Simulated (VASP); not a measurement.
# InSb5 (P4/mmm) in VASP: a series of runs

InSb5 is run at these levels: PBE; tasks: relaxation of cell and atoms, single point.

All numbers are computed with VASP 6.6.1; they aren't measurements. Logs are shortened: lines on timing, memory, paths and dates and some standing lists are left out, and cuts for length are marked.

### Step 1. The cell of the first run

It takes space group P4/mmm (No. 123, tetragonal). Conventional cell: a = 3.377 Å, b = 3.377 Å, c = 14.503 Å, α = 90.00°, β = 90.00°, γ = 90.00°. In (site symmetry 4/mmm) has 4 In at 3.38 Å and 8 Sb at 3.46 Å within 4.4 Å. Sb (site symmetry 4mm) has 12 Sb at 3.36 to 3.38 Å within 4.4 Å. Within 4.4 Å of Sb (site symmetry 4mm) lie 8 Sb at 3.36 to 3.38 Å and 4 In at 3.46 Å. Within 4.4 Å of Sb (site symmetry 4/mmm) lie 12 Sb at 3.37 to 3.38 Å.

The cell was built from a structure type or drawn by symmetry, and may not be a known phase.

### Step 2. Relaxation of cell and atoms, PBE

INCAR reads:

```
ALGO = Normal
EDIFF = 1E-7
EDIFFG = -0.01
ENCUT = 600
GGA = PE
IBRION = 2
ISIF = 3
ISMEAR = 0
LASPH = True
LCHARG = False
LREAL = False
LWAVE = False
NELM = 80
NSW = 100
PREC = Accurate
SIGMA = 0.1
```

KPOINTS reads:

```
k-points
0
Gamma
  12 12 4
```

POSCAR reads:

```
InSb5
1.0
    3.3769822534      0.0000000000      0.0000000000
    0.0000000000      3.3769822534      0.0000000000
    0.0000000000      0.0000000000     14.5034454857
In Sb
1 5
Direct
    0.5000000000      0.5000000000      0.0000000000
    0.5000000000      0.5000000000      0.3364254174
    0.5000000000      0.5000000000      0.6635745826
    0.0000000000      0.0000000000      0.1730227093
    0.0000000000      0.0000000000      0.8269772907
    0.0000000000      0.0000000000      0.5000000000
```

Potentials or basis: VASP PAW PBE potentials, release 64 (In_d, Sb).

Launch:

```
> cat potpaw_PBE.64/In_d/POTCAR potpaw_PBE.64/Sb/POTCAR > POTCAR
> mpirun -np 1 vasp_std > vasp.out
```

OUTCAR:

```text
EDIFF = 1E-7
   EDIFFG = -0.01
   ENCUT = 600
   GGA = PE
   IBRION = 2
   ISIF = 3
   ISMEAR = 0
   LASPH = True
   LREAL = False
   NELM = 80
   NSW = 100
   PREC = Accurate

 ion  position               nearest neighbor table
   1  0.500  0.500  0.000-   4 3.46   5 3.46   4 3.46   5 3.46   4 3.46   5 3.46   4 3.46   5 3.46

   2  0.500  0.500  0.336-   4 3.36   4 3.36   4 3.36   4 3.36   6 3.37   6 3.37   6 3.37   6 3.37

   3  0.500  0.500  0.664-   5 3.36   5 3.36   5 3.36   5 3.36   6 3.37   6 3.37   6 3.37   6 3.37

   4  0.000  0.000  0.173-   2 3.36   2 3.36   2 3.36   2 3.36   1 3.46   1 3.46   1 3.46   1 3.46

   5  0.000  0.000  0.827-   3 3.36   3 3.36   3 3.36   3 3.36   1 3.46   1 3.46   1 3.46   1 3.46

   6  0.000  0.000  0.500-   2 3.37   3 3.37   2 3.37   3 3.37   2 3.37   3 3.37   2 3.37   3 3.37

  LATTYP: Found a simple tetragonal cell.
 ALAT       =     3.3769822534
 C/A-ratio  =     4.2947947005

  Lattice vectors:

 A1 = (   3.3769822534,   0.0000000000,   0.0000000000)
 A2 = (   0.0000000000,   3.3769822534,   0.0000000000)
 A3 = (   0.0000000000,   0.0000000000,  14.5034454857)

Analysis of symmetry for initial positions (statically):
=====================================================================
 Subroutine PRICEL returns:
 Original cell was already a primitive cell.

 Routine SETGRP: Setting up the symmetry group for a
 simple tetragonal supercell.

 Subroutine GETGRP returns: Found 16 space group operations
 (whereof 16 operations were pure point group operations)
 out of a pool of 16 trial point group operations.

The static configuration has the point symmetry D_4h.

Analysis of symmetry for dynamics (positions and initial velocities):
=====================================================================
 Subroutine PRICEL returns:
 Original cell was already a primitive cell.

 Routine SETGRP: Setting up the symmetry group for a
 simple tetragonal supercell.

 Subroutine GETGRP returns: Found 16 space group operations
 (whereof 16 operations were pure point group operations)
 out of a pool of 16 trial point group operations.

The dynamic configuration has the point symmetry D_4h.

 Subroutine INISYM returns: Found 16 space group operations
 (whereof 16 operations are pure point group operations),
 and found     1 'primitive' translations

----------------------------------------------------------------------------------------

                                     Primitive cell

  volume of cell :     165.3974

  direct lattice vectors                    reciprocal lattice vectors
     3.376982253  0.000000000  0.000000000     0.296122373  0.000000000  0.000000000
     0.000000000  3.376982253  0.000000000     0.000000000  0.296122373  0.000000000
     0.000000000  0.000000000 14.503445486     0.000000000  0.000000000  0.068949134

[... 114 lines left out ...]
  Thomas-Fermi vector in A             =   2.135177
   LORBIT       =      0    0 simple, 1 ext, 2 COOP (PROOUT), +10 PAW based schemes
   GGA     = PE    functional components
   LHFCALC =     F    Hartree Fock is set to
   AEXX    =    0.0000 exact exchange contribution
   IVDW    =     0    specifies the selected vdW correction
   LEPSILON=     F    determine dielectric tensor
   LRPA    =     F    only Hartree local field effects (RPA)
 conjugate gradient relaxation of ions
 non-spin polarized calculation
 Gauss-broadening in eV      SIGMA  =   0.10
  energy-cutoff  :      600.00
  volume of cell :      165.40
 maximum number of plane-waves:      5560
 NGX is ok and might be reduce to    28
   NGX = 13   NGY = 13   NGZ = 57

--------------------------------------- Ionic step        1  -------------------------------------------

 number of electron      37.9999994 magnetization

 Free energy of the ion-electron system (eV)
  ---------------------------------------------------
  ext. energy  EPLUGINS =         0.00000000
  ---------------------------------------------------
  free energy    TOTEN  =       -21.72330825 eV

  energy without entropy =      -21.70193567  energy(sigma->0) =      -21.71262196

------------------------ aborting loop because EDIFF is reached ----------------------------------------

  FORCE on cell =-STRESS in cart. coord.  units (eV):
  Direction    XX          YY          ZZ          XY          YZ          ZX
  --------------------------------------------------------------------------------------
  -------------------------------------------------------------------------------------
  Total        0.2338055      0.2338055      0.4143817      0.0000000      0.0000000      0.0000000
  in kB        2.2648345      2.2648345      4.0140470      0.0000000      0.0000000      0.0000000
  external PRESSURE =       2.8479053 kB  Pullay stress =       0.0000000 kB
[... 101 lines left out ...]
  FREE ENERGIE OF THE ION-ELECTRON SYSTEM (eV)
  ---------------------------------------------------
  free  energy   TOTEN  =       -21.7243570768 eV

  energy  without entropy=      -21.7026444724  energy(sigma->0) =      -21.71350077

 E-fermi :   7.7701     XC(G=0): -10.0028

 val. band max:        7.7403510449   @ k =   0.1667   0.1667   0.0000
 cond. band min:       7.7733808565   @ k =   0.5000   0.4167   0.5000
 fundamental gap:      0.0330298117
 Fermi energy:         7.7701205907

 k-point     1 :       0.0000    0.0000    0.0000
  band No.  band energies     occupation
      1      -7.0428      2.00000
      2      -6.8408      2.00000
      3      -6.5893      2.00000
      4      -6.5893      2.00000
      5      -6.5058      2.00000
      6      -4.9330      2.00000
[... 613 lines left out ...]
     22       7.1015      2.00000
     23       7.6814      1.79027

 [... further k-points ...]

[... ionic steps 4 to 36 ...]

--------------------------------------- Ionic step       37  -------------------------------------------

 number of electron      38.0000011 magnetization

------------------------ aborting loop because EDIFF is reached ----------------------------------------
[... 75 lines left out ...]
--------------------------------------- Ionic step       39  -------------------------------------------

 number of electron      38.0000011 magnetization

 Free energy of the ion-electron system (eV)
  ---------------------------------------------------
  ext. energy  EPLUGINS =         0.00000000
  ---------------------------------------------------
  free energy    TOTEN  =       -21.85534310 eV

  energy without entropy =      -21.83755657  energy(sigma->0) =      -21.84644984

 E-fermi :   7.7179     XC(G=0):  -9.9827

 val. band max:        7.7027095448   @ k =   0.1667   0.1667   0.0000
 cond. band min:       7.7189958396   @ k =   0.3333   0.2500   0.2500
 fundamental gap:      0.0162862948
 Fermi energy:         7.7179083841

 k-point     1 :       0.0000    0.0000    0.0000
  band No.  band energies     occupation
      1      -7.0976      2.00000
      2      -6.8945      2.00000
      3      -6.6412      2.00000
      4      -6.6412      2.00000
      5      -6.5576      2.00000
      6      -4.9801      2.00000
[... 648 lines left out ...]
  FREE ENERGIE OF THE ION-ELECTRON SYSTEM (eV)
  ---------------------------------------------------
  free  energy   TOTEN  =       -21.8553431006 eV

  energy  without entropy=      -21.8375565706  energy(sigma->0) =      -21.84644984

 reached required accuracy - stopping structural energy minimisation
```

OSZICAR:

```text
N       E                     dE             d eps       ncg     rms          rms(c)
DAV:   1     0.289707490076E+03    0.28971E+03   -0.15792E+04  3864   0.165E+03
DAV:   2     0.682149992534E+01   -0.28289E+03   -0.27866E+03  4319   0.345E+02
DAV:   3    -0.205912033037E+02   -0.27413E+02   -0.26733E+02  4867   0.106E+02
[... 424 lines left out ...]
DAV:   2    -0.218553474108E+02   -0.81545E-04   -0.90031E-04  4809   0.146E-01    0.101E-02
DAV:   3    -0.218553463346E+02    0.10762E-05   -0.70993E-05  5205   0.384E-02    0.728E-03
DAV:   4    -0.218553435279E+02    0.28067E-05   -0.20247E-05  4900   0.219E-02    0.379E-03
DAV:   5    -0.218553431606E+02    0.36731E-06   -0.25984E-06  4406   0.110E-02    0.167E-03
DAV:   6    -0.218553431006E+02    0.59972E-07   -0.22051E-07  3481   0.295E-03
  39 F= -.21855343E+02 E0= -.21846450E+02  d E =-.162037E-03
```

CONTCAR:

```text
InSb5
   1.00000000000000
     3.1615475934348609   -0.0000000000000000    0.0000000000000000
     0.0000000000000000    3.1615475934348609   -0.0000000000000000
    -0.0000000000000000   -0.0000000000000003   16.9304022965513532
  In              Sb
     1     5
Direct
     0.5000000000000000    0.5000000000000000    0.0000000000000000
     0.5000000000000000    0.5000000000000000    0.3418169508394937
     0.5000000000000000    0.5000000000000000    0.6581830491605060
     0.0000000000000000    0.0000000000000000    0.1646157820204573
     0.0000000000000000    0.0000000000000000    0.8353842179795427
     0.0000000000000000    0.0000000000000000    0.5000000000000000

  0.00000000E+00  0.00000000E+00  0.00000000E+00
  0.00000000E+00  0.00000000E+00  0.00000000E+00
  0.00000000E+00  0.00000000E+00  0.00000000E+00
  0.00000000E+00  0.00000000E+00  0.00000000E+00
  0.00000000E+00  0.00000000E+00  0.00000000E+00
  0.00000000E+00  0.00000000E+00  0.00000000E+00
```

Wall time 1.8 h (1 thread of Intel Xeon Platinum 8488C (Sapphire Rapids), shared host); peak memory 0.59 GiB.

What came out:

```yaml
Free_energy: -21.8553 eV
Relaxed_volume: 28.20 Å³/atom
Relaxed_cell: a = 3.162 Å, b = 3.162 Å, c = 16.930 Å, α = 90.00°, β = 90.00°, γ = 90.00°
Space_group_after_relaxing_to_0.1_Å: P4/mmm (No. 123)
Energy_gained_by_relaxing: 22.0 meV/atom
Ionic_steps: 39
Pressure_after_relaxing: 0.0 GPa
Largest_force_after_relaxing: 0.006 eV/Å
```

Forces on the atoms (eV/Å):
```
In   0.000  0.000  0.000
Sb   0.000  0.000  0.006
Sb   0.000  0.000 -0.006
Sb   0.000  0.000  0.003
Sb   0.000  0.000 -0.003
Sb   0.000  0.000  0.000
```

Step by step:
```
step  energy change (eV)  largest force (eV/Å)  pressure (GPa)  volume (Å³)
   1              0.0000                0.0460            0.28       165.40
   2             -0.0010                0.0343           -0.11       166.57
   3             -0.0010                0.0359           -0.05       166.40
   4             -0.0015                0.0346           -0.05       166.38
   5             -0.0028                0.0293           -0.05       166.33
   6             -0.0059                0.0200           -0.04       166.22
   7             -0.0126                0.0882            0.05       165.96
   8             -0.0292                0.1639            0.34       165.30
   9             -0.0717                0.1904            1.55       163.43
  10             -0.0730                0.1873            1.37       163.62
  11             -0.0725                0.1888            1.45       163.53
  12             -0.0726                0.1887            1.46       163.53
  13             -0.0727                0.1885            1.46       163.54
  14             -0.0730                0.1881            1.48       163.55
  15             -0.0734                0.1871            1.51       163.58
  16             -0.0741                0.1856            1.58       163.64
  17             -0.0741                0.1934            1.72       163.75
  18             -0.0743                0.1846            1.66       163.71
  19             -0.0752                0.1847            1.64       163.79
  20             -0.0780                0.1847            1.57       164.06
  21             -0.0833                0.1841            1.42       164.58
  22             -0.0922                0.1817            1.13       165.63
  23             -0.1033                0.1787            0.56       167.74
  24             -0.1021                0.1828           -0.44       171.95
  25             -0.1065                0.1820            0.08       169.69
  26             -0.1073                0.1793            0.07       169.67
  27             -0.1097                0.1710            0.07       169.61
  28             -0.1140                0.1542            0.07       169.49
  29             -0.1212                0.1191            0.06       169.26
  30             -0.1299                0.0477            0.09       168.79
  31             -0.1226                0.0935            0.29       167.85
  32             -0.1311                0.0125            0.13       168.53
  33             -0.1312                0.0203           -0.21       169.75
  34             -0.1315                0.0169           -0.06       169.17
  35             -0.1319                0.0157            0.00       169.19
  36             -0.1319                0.0155            0.00       169.19
  37             -0.1319                0.0155            0.00       169.19
  38             -0.1319                0.0131            0.00       169.20
  39             -0.1320                0.0059            0.00       169.23
```

Final structure:
```
CELL_PARAMETERS angstrom
3.16155 0.00000 0.00000
0.00000 3.16155 0.00000
0.00000 0.00000 16.93040
ATOMIC_POSITIONS crystal
In 0.50000 0.50000 0.00000
Sb 0.50000 0.50000 0.34182
Sb 0.50000 0.50000 0.65818
Sb 0.00000 0.00000 0.16462
Sb 0.00000 0.00000 0.83538
Sb 0.00000 0.00000 0.50000
```

Levels at points of the mesh, in eV from the Fermi level:
```tsv
k point	band 17	band 18	band 19	band 20	band 21	band 22
(0.00, 0.00, 0.00)	2.30	2.30	3.08	3.08	3.43	3.43
(0.50, 0.00, 0.00)	-2.74	-1.43	-1.30	0.68	0.84	1.37
(0.50, 0.50, 0.00)	-2.34	-2.34	-1.54	-1.54	-0.99	-0.33
(0.00, 0.00, 0.50)	2.30	3.02	3.02	3.31	3.58	3.58
(0.50, 0.00, 0.50)	-3.02	-0.85	-0.66	-0.36	0.25	1.95
(0.50, 0.50, 0.50)	-2.55	-2.55	-1.45	-1.45	-0.98	-0.35
```

Caveat: the highest band is partly filled, so the run has too few bands; a cell axis changed by over 15 % at a fixed basis, so the end point is rough; spin-orbit coupling is left out, which moves the levels of the heavy elements.

(Part 1 of 2 ends here.)
